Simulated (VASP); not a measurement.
A run of VASP 6.6.1:

INCAR

```
SYSTEM = SiO2
PREC = Accurate ; ENCUT = 910
EDIFF = 1E-6 ; ISMEAR = 0
SIGMA = 0.1 ; LREAL = .FALSE.
LASPH = .TRUE. ; NELM = 120
ALGO = Normal ; ISIF = 2
LWAVE = .FALSE. ; LCHARG = .FALSE.
GGA = PE ; NBANDS = 25
GGA_COMPAT = .FALSE.
```

The input KPOINTS:

```
Automatic mesh
0
G
  6 4 4
  0 0 0
```

The input POSCAR:

```
SiO2
1.0
    3.9869252741      0.0000000000      0.0000000000
    0.0000000000      5.9873081802      0.0000000000
    0.0000000000      0.0000000000      3.5850158785
Si O
2 4
Direct
    0.0000000000      0.5000000000      0.5000000000
    0.5000000000      0.0000000000      0.5000000000
    0.1899532613      0.4780498832      0.0000000000
    0.8100467387      0.5219501168      0.0000000000
    0.3100467387      0.9780498832      0.0000000000
    0.6899532613      0.0219501168      0.0000000000
```

Potentials or basis: VASP PAW PBE potentials, release 64 (Si, O_h).

Run with:

```console
$ cat potpaw_PBE.64/Si/POTCAR potpaw_PBE.64/O_h/POTCAR > POTCAR
$ mpirun -np 1 vasp_std > vasp.out
```

Hardware: 1 thread of Intel(R) Xeon(R) 6975P-C (Granite Rapids), on a shared host.

Task: How long does it take, and how much memory?

Result: Run time: 54 s on 1 thread of Intel(R) Xeon(R) 6975P-C (Granite Rapids), with other jobs on the host, peak memory 0.34 GiB. Counts: scf iterations 14, k points 36.
